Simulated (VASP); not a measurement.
# CdTe (Fm-3m) in VASP: notebook

The runs below take CdTe through single point, with PBEsol+D4, r2SCAN.

Everything below comes from runs of VASP 6.6.1. Logs are shortened: lines on timing, memory, paths and dates and some standing lists are left out, and cuts for length are marked.

**1. The cell of the first run**

The structure is cubic, space group Fm-3m (No. 225). Conventional cell: a = 6.133 Å, b = 6.133 Å, c = 6.133 Å, α = 90.00°, β = 90.00°, γ = 90.00°. Within 4.0 Å of Cd (site symmetry m-3m) lie 6 Te at 3.07 Å. Te (site symmetry m-3m) has 6 Cd at 3.07 Å within 4.0 Å.

**2. Single point, PBEsol+D4**

INCAR reads:

```
SYSTEM = CdTe
  PREC = Accurate
  ENCUT = 500
  EDIFF = 1E-6
  ISMEAR = -1
  SIGMA = 0.05
  LREAL = .FALSE.
  LASPH = .TRUE.
  NELM = 120
  ALGO = Normal
  ISIF = 2
  LWAVE = .FALSE.
  LCHARG = .FALSE.
  GGA = PS
  IVDW = 13
  NBANDS = 16
  GGA_COMPAT = .FALSE.
```

KPOINTS reads:

```
Automatic mesh
0
G
  10 10 10
  0 0 0
```

POSCAR reads:

```
CdTe
1.0
    0.0000000000      3.0665640000      3.0665640000
    3.0665640000      0.0000000000      3.0665640000
    3.0665640000      3.0665640000      0.0000000000
Cd Te
1 1
Direct
    0.0000000000      0.0000000000      0.0000000000
    0.5000000000      0.5000000000      0.5000000000
```

Potentials or basis: VASP PAW PBE potentials, release 64 (Cd, Te).

Run with:

```sh
cat potpaw_PBE.64/Cd/POTCAR potpaw_PBE.64/Te/POTCAR > POTCAR
mpirun -np 1 vasp_std > vasp.out
```

OUTCAR:

```text
SYSTEM = CdTe
   PREC = Accurate
   ENCUT = 500
   EDIFF = 1E-6
   ISMEAR = -1
   LREAL = .FALSE.
   LASPH = .TRUE.
   NELM = 120
   ISIF = 2
   GGA = PS
   IVDW = 13

 ion  position               nearest neighbor table
   1  0.000  0.000  0.000-   2 3.07   2 3.07   2 3.07   2 3.07   2 3.07   2 3.07
   2  0.500  0.500  0.500-   1 3.07   1 3.07   1 3.07   1 3.07   1 3.07   1 3.07

  LATTYP: Found a face centered cubic cell.
 ALAT       =     6.1331280000

  Lattice vectors:

 A1 = (   0.0000000000,   3.0665640000,   3.0665640000)
 A2 = (   3.0665640000,   0.0000000000,   3.0665640000)
 A3 = (   3.0665640000,   3.0665640000,   0.0000000000)

Analysis of symmetry for initial positions (statically):
=====================================================================
 Subroutine PRICEL returns:
 Original cell was already a primitive cell.

 Routine SETGRP: Setting up the symmetry group for a
 face centered cubic supercell.

 Subroutine GETGRP returns: Found 48 space group operations
 (whereof 48 operations were pure point group operations)
 out of a pool of 48 trial point group operations.

The static configuration has the point symmetry O_h .

Analysis of symmetry for dynamics (positions and initial velocities):
=====================================================================
 Subroutine PRICEL returns:
 Original cell was already a primitive cell.

 Routine SETGRP: Setting up the symmetry group for a
 face centered cubic supercell.

 Subroutine GETGRP returns: Found 48 space group operations
 (whereof 48 operations were pure point group operations)
 out of a pool of 48 trial point group operations.

The dynamic configuration has the point symmetry O_h .

 Subroutine INISYM returns: Found 48 space group operations
 (whereof 48 operations are pure point group operations),
 and found     1 'primitive' translations

----------------------------------------------------------------------------------------

                                     Primitive cell

  volume of cell :      57.6748

  direct lattice vectors                    reciprocal lattice vectors
     0.000000000  3.066564000  3.066564000    -0.163048937  0.163048937  0.163048937
     3.066564000  0.000000000  3.066564000     0.163048937 -0.163048937  0.163048937
     3.066564000  3.066564000  0.000000000     0.163048937  0.163048937 -0.163048937

  length of vectors
     4.336776399  4.336776399  4.336776399     0.282409043  0.282409043  0.282409043

  position of ions in fractional coordinates (direct lattice)
     0.000000000  0.000000000  0.000000000
     0.500000000  0.500000000  0.500000000
[... 78 lines left out ...]
   LREAL  =      F    real-space projection
   EDIFFG = 0.1E-04   stopping-criterion for IOM
   NSW    =      0    number of steps for IOM
   IBRION =     -1    ionic relax: 0-MD 1-quasi-New 2-CG
   NFREE  =      0    steps in history (QN), initial steepest desc. (CG)
   ISIF   =      2    stress and relaxation
   ISYM   =      2    0-nonsym 1-usesym 2-fastsym
   POTIM  = 0.5000    time-step for ionic-motion
   TEBEG  =    0.0;   TEEND  =   0.0 temperature during run
   PSTRESS=    0.0 pullay stress
   NELECT =      18.0000    total number of electrons
   NUPDOWN=      -1.0000    fix difference up-down
   EMIN   =  10.00;   EMAX   =-10.00  energy-range for DOS
   EFERMI =   0.00;   METHOD = LEGACY
   ISMEAR =    -1;   SIGMA  =   0.05  broadening in eV -4-tet -1-fermi 0-gaus
   EFERMI_NEDOS =   21; number of points for ismear=-14 and -15
   IALGO  =     38    algorithm
   IMIX   =      4    mixing-type and parameters
     AMIX     =   0.40;   BMIX     =  1.00
     AMIX_MAG =   1.60;   BMIX_MAG =  1.00
  volume/ion in A,a.u.               =      28.84       194.60
  Fermi-wavevector in a.u.,A,eV,Ry     =   1.110462  2.098469 16.777691  1.233125
  Thomas-Fermi vector in A             =   2.247014
   LORBIT       =      0    0 simple, 1 ext, 2 COOP (PROOUT), +10 PAW based schemes
   GGA     = PS    functional components
   LHFCALC =     F    Hartree Fock is set to
   AEXX    =    0.0000 exact exchange contribution
   IVDW    =    13    specifies the selected vdW correction
   LEPSILON=     F    determine dielectric tensor
   LRPA    =     F    only Hartree local field effects (RPA)
 non-spin polarized calculation
  energy-cutoff  :      500.00
  volume of cell :       57.67
 maximum number of plane-waves:      1477
   NGX = 15   NGY = 15   NGZ = 15

 number of electron      18.0000007 magnetization

 Free energy of the ion-electron system (eV)
  ---------------------------------------------------
  ext. energy  EPLUGINS =         0.00000000
  ---------------------------------------------------
  free energy    TOTEN  =        -5.21596924 eV

  energy without entropy =       -5.20816783  energy(sigma->0) =       -5.21206853

 E-fermi :   3.6732     XC(G=0):  -9.8215

 val. band max:        3.6594306097   @ k =  -0.2000   0.1000   0.0000
 cond. band min:       3.7023452311   @ k =  -0.3000   0.1000   0.0000
 fundamental gap:      0.0429146215
 Fermi energy:         3.6731824326

 k-point     1 :       0.0000    0.0000    0.0000
  band No.  band energies     occupation
      1      -7.8768      2.00000
      2      -4.5688      2.00000
      3      -4.5688      2.00000
      4      -4.5284      2.00000
      5      -4.5284      2.00000
      6      -4.5284      2.00000
[... 433 lines left out ...]
      3      -4.5491      2.00000
      4      -4.4545      2.00000
      5      -4.4373      2.00000
      6      -4.2965      2.00000
[... 8 lines left out ...]
     15      15.2255      0.00000
     16      15.6594      0.00000

 [... further k-points ...]

------------------------ aborting loop because EDIFF is reached ----------------------------------------

  DFT-D4 for vdW energy calculation

  Edisp (eV):   -0.49346

  FORCE on cell =-STRESS in cart. coord.  units (eV):
  Direction    XX          YY          ZZ          XY          YZ          ZX
  --------------------------------------------------------------------------------------
  -------------------------------------------------------------------------------------
  Total      -1.52833    -1.52833    -1.52833     0.00000     0.00000    -0.00000
  in kB     -42.45613   -42.45613   -42.45613     0.00000     0.00000    -0.00000
  external pressure =      -42.46 kB  Pullay stress =        0.00 kB

 VOLUME and BASIS-vectors are now :
 -----------------------------------------------------------------------------
  energy-cutoff  :      500.00
  volume of cell :       57.67
      direct lattice vectors                 reciprocal lattice vectors
     0.000000000  3.066564000  3.066564000    -0.163048937  0.163048937  0.163048937
     3.066564000  0.000000000  3.066564000     0.163048937 -0.163048937  0.163048937
     3.066564000  3.066564000  0.000000000     0.163048937  0.163048937 -0.163048937

 POSITION                                       TOTAL-FORCE (eV/Angst)
 -----------------------------------------------------------------------------------
      0.00000      0.00000      0.00000         0.000000     -0.000000     -0.000000
      3.06656      3.06656      3.06656        -0.000000      0.000000      0.000000
 -----------------------------------------------------------------------------------
    total drift:                                0.000000     -0.000000     -0.000000

  FREE ENERGIE OF THE ION-ELECTRON SYSTEM (eV)
  ---------------------------------------------------
  free  energy   TOTEN  =        -5.7094261191 eV

  energy  without entropy=       -5.7016247102  energy(sigma->0) =       -5.70552541
```

OSZICAR:

```text
N       E                     dE             d eps       ncg     rms          rms(c)
DAV:   1     0.978602561238E+02    0.97860E+02   -0.82749E+03  1528   0.964E+02
DAV:   2    -0.215074151050E+01   -0.10001E+03   -0.94767E+02  1776   0.236E+02
DAV:   3    -0.546918826228E+01   -0.33184E+01   -0.33096E+01  1872   0.446E+01
DAV:   4    -0.549237199183E+01   -0.23184E-01   -0.23182E-01  2056   0.339E+00
DAV:   5    -0.549258737677E+01   -0.21538E-03   -0.21538E-03  1920   0.249E-01    0.525E+00
DAV:   6    -0.523519030248E+01    0.25740E+00   -0.45815E-01  1808   0.807E+00    0.443E+00
DAV:   7    -0.521757233971E+01    0.17618E-01   -0.80530E-02  1784   0.198E+00    0.179E+00
DAV:   8    -0.521617482793E+01    0.13975E-02   -0.81709E-03  1688   0.104E+00    0.388E-01
DAV:   9    -0.521597051349E+01    0.20431E-03   -0.74118E-04  1904   0.278E-01    0.568E-02
DAV:  10    -0.521596491729E+01    0.55962E-05   -0.84988E-05  1768   0.966E-02    0.368E-02
DAV:  11    -0.521596906581E+01   -0.41485E-05   -0.10134E-05  1936   0.188E-02    0.117E-02
DAV:  12    -0.521596923785E+01   -0.17204E-06   -0.11852E-06  1192   0.109E-02
   1 F= -.57094261E+01 E0= -.57055254E+01  d E =-.780141E-02
```

stdout:

```text
POSCAR found type information on POSCAR CdTe
 POSCAR found :  2 types and       2 ions
 scaLAPACK will be used
 -----------------------------------------------------------------------------
|                                                                             |
|                                                                             |
|     You enforced a specific xc type in the INCAR file but a different       |
|     I HOPE YOU KNOW WHAT YOU ARE DOING!                                     |
|                                                                             |
 -----------------------------------------------------------------------------

 LDA part: xc-table for (Slater+PW92), standard interpolation
 POSCAR, INCAR and KPOINTS ok, starting setup
 FFT: planning ... GRIDC
 FFT: planning ... GRID_SOFT
 FFT: planning ... GRID
 WAVECAR not read
 entering main loop
```

It took 22 s on 1 thread of Intel Xeon 6975P-C, shared host; peak memory 0.2 GiB.

What came out:

```
Free energy                : -5.7094 eV
Pressure                   : -4.2 GPa
Band gap on the k mesh     : zero (band 9 reaches 3.73 eV, above the bottom of band 10 at 2.33 eV)
Dispersion energy per atom : -0.247 eV
```

Levels at points of the mesh, in eV from the Fermi level:
| k point | band 7 | band 8 | band 9 | band 10 | band 11 | band 12 |
| --- | --- | --- | --- | --- | --- | --- |
| (0.00, 0.00, 0.00) | -0.45 | -0.45 | -0.45 | 0.16 | 7.05 | 7.05 |
| (0.50, 0.00, 0.00) | -5.13 | -0.04 | -0.04 | 2.62 | 3.93 | 3.93 |
| (0.50, 0.50, 0.00) | -4.06 | -2.04 | -2.04 | -1.35 | 4.19 | 9.01 |

Caveat: the PAW data sets were made with another functional, which shifts forces and pressure a little; spin-orbit coupling is left out, which moves the levels of the heavy elements; pairwise dispersion overbinds metals, which lowers pressure and volume.

**3. Single point, r2SCAN (volume scaled by 0.65)**

POSCAR reads:

```
CdTe
1.0
    0.0000000000      2.6563776558      2.6563776558
    2.6563776558      0.0000000000      2.6563776558
    2.6563776558      2.6563776558      0.0000000000
Cd Te
1 1
Direct
    0.0000000000      0.0000000000      0.0000000000
    0.5000000000      0.5000000000      0.5000000000
```

INCAR.step1 reads:

```
SYSTEM = CdTe
PREC = Accurate
ENCUT = 550
ISMEAR = -1
SIGMA = 0.05
LREAL = .FALSE.
LASPH = .TRUE.
NELM = 120
NBANDS = 16
GGA = PE
ALGO = Normal
EDIFF = 1E-5
LWAVE = .TRUE.
LCHARG = .FALSE.
GGA_COMPAT = .FALSE.
```

INCAR.step2 reads:

```
SYSTEM = CdTe
PREC = Accurate
ENCUT = 550
EDIFF = 1E-6
ISMEAR = -1
SIGMA = 0.05
LREAL = .FALSE.
LASPH = .TRUE.
NELM = 120
ALGO = Normal
ISIF = 2
LWAVE = .FALSE.
LCHARG = .FALSE.
METAGGA = R2SCAN
LMIXTAU = .TRUE.
NBANDS = 16
ISTART = 1
GGA_COMPAT = .FALSE.
```

KPOINTS is that of step 2.

Potentials or basis: VASP PAW PBE potentials, release 64 (Cd, Te).

Run with:

```sh
cat potpaw_PBE.64/Cd/POTCAR potpaw_PBE.64/Te/POTCAR > POTCAR
cp INCAR.step1 INCAR
mpirun -np 1 vasp_std > vasp.out
cp INCAR.step2 INCAR
mpirun -np 1 vasp_std > vasp.out
```

Wall time 1.8 min (1 thread of Intel Xeon 6975P-C, shared host); peak memory 0.19 GiB.

Results (log left out):

| Quantity | Value |
| --- | --- |
| Free energy | -43.9785 eV |
| Pressure | 58.3 GPa |
| Band gap on the k mesh | zero (band 9 reaches 9.48 eV, above the bottom of band 10 at 7.89 eV) |

Levels at points of the mesh, in eV from the Fermi level:
```
           k point  band 6  band 7  band 8  band 9  band 10  band 11  band 12  band 13
(0.00, 0.00, 0.00)  -10.45   -1.24   -1.24   -1.24     3.83     7.42     7.42     7.42
(0.50, 0.00, 0.00)  -10.18   -8.04    0.04    0.04     2.75     3.62     3.62     7.08
(0.50, 0.50, 0.00)   -8.11   -7.71   -4.26   -4.26    -1.48     3.49    12.57    12.57
```

Caveat: the PAW data sets were made with another functional, which shifts forces and pressure a little; spin-orbit coupling is left out, which moves the levels of the heavy elements.

**4. Single point, r2SCAN (volume scaled by 0.75)**

POSCAR reads:

```
CdTe
1.0
    0.0000000000      2.7861582968      2.7861582968
    2.7861582968      0.0000000000      2.7861582968
    2.7861582968      2.7861582968      0.0000000000
Cd Te
1 1
Direct
    0.0000000000      0.0000000000      0.0000000000
    0.5000000000      0.5000000000      0.5000000000
```

INCAR.step1 reads:

```
PREC = Accurate ; ENCUT = 550
ISMEAR = -1 ; SIGMA = 0.05
LREAL = False ; LASPH = True
NELM = 120 ; NBANDS = 16
GGA = PE ; ALGO = Normal
EDIFF = 1E-5 ; LWAVE = True
LCHARG = False ; GGA_COMPAT = False
```

INCAR.step2 reads:

```
PREC = Accurate ; ENCUT = 550
EDIFF = 1E-6 ; ISMEAR = -1
SIGMA = 0.05 ; LREAL = False
LASPH = True ; NELM = 120
ALGO = Normal ; ISIF = 2
LWAVE = False ; LCHARG = True
METAGGA = R2SCAN ; LMIXTAU = True
LELF = True ; LVHAR = True
NBANDS = 16 ; ISTART = 1
GGA_COMPAT = False
```

KPOINTS reads:

```
regular mesh
0
Gamma
  10 10 10
```

Run with:

```sh
cat potpaw_PBE.64/Cd/POTCAR potpaw_PBE.64/Te/POTCAR > POTCAR
cp INCAR.step1 INCAR
mpirun -np 1 vasp_std > vasp.out
cp INCAR.step2 INCAR
mpirun -np 1 vasp_std > vasp.out
```

Run time: 2 min. Hardware: 1 thread of Intel Xeon 6975P-C, shared host; peak memory 0.19 GiB.

The run converged. Its results:

| Item | Value |
| --- | --- |
| Free energy | -45.4503 eV |
| Pressure | 26.9 GPa |
| Band gap on the k mesh | zero (band 9 reaches 7.21 eV, above the bottom of band 10 at 5.83 eV) |

Levels at points of the mesh, in eV from the Fermi level:
```
           k point  band 7  band 8  band 9  band 10  band 11  band 12
(0.00, 0.00, 0.00)   -0.95   -0.95   -0.95     2.61     7.48     7.48
(0.50, 0.00, 0.00)   -7.03   -0.03   -0.03     2.97     3.96     3.96
(0.50, 0.50, 0.00)   -6.32   -3.41   -3.41    -1.31     3.92    11.66
```

Caveat: the PAW data sets were made with another functional, which shifts forces and pressure a little; spin-orbit coupling is left out, which moves the levels of the heavy elements.

**5. Overview**

```csv
level,cell,cutoff (eV),gap on the mesh (eV),pressure (GPa)
PBEsol+D4,"a = 4.337 Å, angles 60.0°, 2 atoms",500,none,-4.2
r2SCAN,"a = 3.757 Å, angles 60.0°, 2 atoms",550,none,58.3
r2SCAN,"a = 3.940 Å, angles 60.0°, 2 atoms",550,none,26.9
```

Alike in all rows: task single point; potentials or basis VASP PAW PBE potentials, release 64 (Cd, Te); no spin polarisation; k mesh 10 × 10 × 10; smearing fermi-dirac 0.05 eV.

Caveats: the PAW data sets were made with another functional, which shifts forces and pressure a little; spin-orbit coupling is left out, which moves the levels of the heavy elements; pairwise dispersion overbinds metals, which lowers pressure and volume (some runs).

Absolute energies hang on the potentials; compare differences alone.
